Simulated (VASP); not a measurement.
# Yb (Fm-3m) in VASP: a series of runs, part 2 of 2

VASP 6.6.1. The steps go on from the part before.

## (3) Single point, PBEsol+U, collinear spin, ferromagnetic start

POSCAR

```
Yb
1.0
    0.0000000000      2.7431000000      2.7431000000
    2.7431000000      0.0000000000      2.7431000000
    2.7431000000      2.7431000000      0.0000000000
Yb
1
Direct
    0.0000000000      0.0000000000      0.0000000000
```

INCAR.step1

```
SYSTEM = Yb
  ALGO = Normal
  EDIFF = 1E-6
  ENCUT = 520
  GGA = PS
  ISIF = 2
  ISMEAR = -1
  ISPIN = 2
  LASPH = .TRUE.
  LCHARG = .TRUE.
  LDAU = .TRUE.
  LDAUJ = 0
  LDAUL = 3
  LDAUPRINT = 1
  LDAUTYPE = 2
  LDAUU = 8
  LMAXMIX = 6
  LREAL = .FALSE.
  LWAVE = .FALSE.
  MAGMOM = 1
  NBANDS = 22
  NELM = 150
  PREC = Accurate
  SIGMA = 0.05
```

KPOINTS.step1

```
k-points
0
G
  8 8 8
  0 0 0
```

INCAR.step2

```
SYSTEM = Yb
  ALGO = Normal
  EDIFF = 1E-6
  ENCUT = 520
  GGA = PS
  ICHARG = 11
  ISIF = 2
  ISMEAR = -5
  ISPIN = 2
  LASPH = .TRUE.
  LCHARG = .FALSE.
  LDAU = .TRUE.
  LDAUJ = 0
  LDAUL = 3
  LDAUPRINT = 1
  LDAUTYPE = 2
  LDAUU = 8
  LMAXMIX = 6
  LORBIT = 10
  LREAL = .FALSE.
  LWAVE = .FALSE.
  MAGMOM = 1
  NBANDS = 22
  NEDOS = 1001
  NELM = 150
  PREC = Accurate
  SIGMA = 0.05
```

KPOINTS.step2

```
k-points
0
G
  12 12 12
  0 0 0
```

Potentials or basis: VASP PAW PBE potentials, release 64 (Yb).

On the command line:

```bash
$ cat potpaw_PBE.64/Yb/POTCAR > POTCAR
$ cp INCAR.step1 INCAR
$ cp KPOINTS.step1 KPOINTS
$ mpirun -np 1 vasp_std > vasp.out
$ cp INCAR.step2 INCAR
$ cp KPOINTS.step2 KPOINTS
$ mpirun -np 1 vasp_std > vasp.out
```

OUTCAR:

```text
SYSTEM = Yb
   EDIFF = 1E-6
   ENCUT = 520
   GGA = PS
   ICHARG = 11
   ISIF = 2
   ISMEAR = -5
   ISPIN = 2
   LASPH = .TRUE.
   LORBIT = 10
   LREAL = .FALSE.
   NELM = 150
   PREC = Accurate

 ion  position               nearest neighbor table
   1  0.000  0.000  0.000-

  LATTYP: Found a face centered cubic cell.
 ALAT       =     5.4862000000

  Lattice vectors:

 A1 = (   0.0000000000,   2.7431000000,   2.7431000000)
 A2 = (   2.7431000000,   0.0000000000,   2.7431000000)
 A3 = (   2.7431000000,   2.7431000000,   0.0000000000)

Analysis of symmetry for initial positions (statically):
=====================================================================
 Subroutine PRICEL returns:
 Original cell was already a primitive cell.

 Routine SETGRP: Setting up the symmetry group for a
 face centered cubic supercell.

 Subroutine GETGRP returns: Found 48 space group operations
 (whereof 48 operations were pure point group operations)
 out of a pool of 48 trial point group operations.

The static configuration has the point symmetry O_h .

Analysis of symmetry for dynamics (positions and initial velocities):
[... 219 lines left out ...]

 val. band max:        1.1504444474   @ k =  -0.2500   0.5000   0.2500
 cond. band min:       1.0872159874   @ k =  -0.4167   0.2500   0.0000
 fundamental gap:     -0.0632284600
 Fermi energy:         1.1106641815

 spin component 1

 k-point     1 :       0.0000    0.0000    0.0000
  band No.  band energies     occupation
      1     -49.6734      1.00000
      2     -22.1505      1.00000
      3     -22.1505      1.00000
      4     -22.1505      1.00000
      5      -3.7613      1.00000
      6      -1.3378      1.00000
[... 1193 lines left out ...]
     21      11.9358      0.00000
     22      16.6849      0.00000

 [... further k-points ...]
[... 5 lines left out ...]
  --------------------------------------------------------------------------------------
  -------------------------------------------------------------------------------------
  Total       -0.1072351     -0.1072351     -0.1072351     -0.0000000      0.0000000     -0.0000000
  in kB       -4.1619096     -4.1619096     -4.1619096     -0.0000000      0.0000000     -0.0000000
  external PRESSURE =      -4.1619096 kB  Pullay stress =       0.0000000 kB

 VOLUME and BASIS-vectors are now :
 -----------------------------------------------------------------------------
  energy-cutoff  :      520.00
  volume of cell :       41.28
      direct lattice vectors                 reciprocal lattice vectors
     0.000000000  2.743100000  2.743100000    -0.182275528  0.182275528  0.182275528
     2.743100000  0.000000000  2.743100000     0.182275528 -0.182275528  0.182275528
     2.743100000  2.743100000  0.000000000     0.182275528  0.182275528 -0.182275528

 POSITION                                       TOTAL-FORCE (eV/Angst)
 -----------------------------------------------------------------------------------
      0.00000      0.00000      0.00000         0.000000     -0.000000      0.000000
 -----------------------------------------------------------------------------------
    total drift:                               -0.000000     -0.000000      0.000000

  FREE ENERGIE OF THE ION-ELECTRON SYSTEM (eV)
  ---------------------------------------------------
  free  energy   TOTEN  =        -2.9293866420 eV

  energy  without entropy=       -2.9293866420  energy(sigma->0) =       -2.92938664

 total charge

# of ion       s       p       d       f       tot
--------------------------------------------------
    1        2.206   6.004   0.170  13.847  22.227

 magnetization (x)

# of ion       s       p       d       f       tot
--------------------------------------------------
    1        0.000   0.000   0.000  -0.000   0.000
```

OSZICAR.step1:

```text
N       E                     dE             d eps       ncg     rms          rms(c)
DAV:   1     0.139813221228E+03    0.13981E+03   -0.79094E+03  3596   0.747E+03
DAV:   2     0.154553254508E+02   -0.12436E+03   -0.11859E+03  3508   0.807E+02
DAV:   3    -0.709382593915E+00   -0.16165E+02   -0.15965E+02  3484   0.116E+02
DAV:   4    -0.300970871928E+01   -0.23003E+01   -0.22904E+01  4692   0.313E+01
[... 10 lines left out ...]
DAV:  15    -0.293951844854E+01    0.10091E-03   -0.13951E-03  3550   0.803E-01    0.229E+00
DAV:  16    -0.293948896341E+01    0.29485E-04   -0.12638E-04  3918   0.221E-01    0.495E-01
DAV:  17    -0.293949412186E+01   -0.51584E-05   -0.31037E-05  4272   0.109E-01    0.842E-01
DAV:  18    -0.293949045205E+01    0.36698E-05   -0.15148E-05  3570   0.760E-02    0.111E-01
DAV:  19    -0.293949068196E+01   -0.22991E-06   -0.67609E-07  2520   0.108E-02
   1 F= -.29394907E+01 E0= -.29372031E+01  d E =-.457511E-02  mag=     0.0000
```

Wall time 3.7 min (1 thread of Oxide Virtual Turin-like, shared host); peak memory 0.22 GiB.

Results:

| Quantity | Value |
| --- | --- |
| Net moment | 0.00 μB per cell |
| Valence electrons inside the program's atomic spheres | Yb 22.23 |

Levels at points of the mesh, in eV from the Fermi level:
Spin up:
| k point | band 10 | band 11 | band 12 | band 13 | band 14 | band 15 |
| --- | --- | --- | --- | --- | --- | --- |
| (0.00, 0.00, 0.00) | -2.34 | -2.34 | -2.34 | 2.92 | 2.92 | 2.92 |
| (0.50, 0.00, 0.00) | -2.35 | -2.33 | -1.69 | 0.07 | 2.71 | 2.71 |
| (0.50, 0.50, 0.00) | -2.36 | -2.35 | -0.97 | 0.39 | 1.29 | 6.27 |
Spin down:
```csv
k point,band 10,band 11,band 12,band 13,band 14,band 15
"(0.00, 0.00, 0.00)",-2.34,-2.34,-2.34,2.92,2.92,2.92
"(0.50, 0.00, 0.00)",-2.35,-2.33,-1.69,0.07,2.71,2.71
"(0.50, 0.50, 0.00)",-2.36,-2.35,-0.97,0.39,1.29,6.27
```

Eigenvalues of the final occupation matrices:
| site | spin | trace | eigenvalues |
| --- | --- | --- | --- |
| site 1 f | 1 | 6.93 | 0.99 0.99 0.99 0.99 0.99 0.99 0.99 |
| site 1 f | 2 | 6.93 | 0.99 0.99 0.99 0.99 0.99 0.99 0.99 |

Caveat: the PAW data sets were made with another functional, which shifts forces and pressure a little; spin-orbit coupling is left out, which moves the levels of the heavy elements.
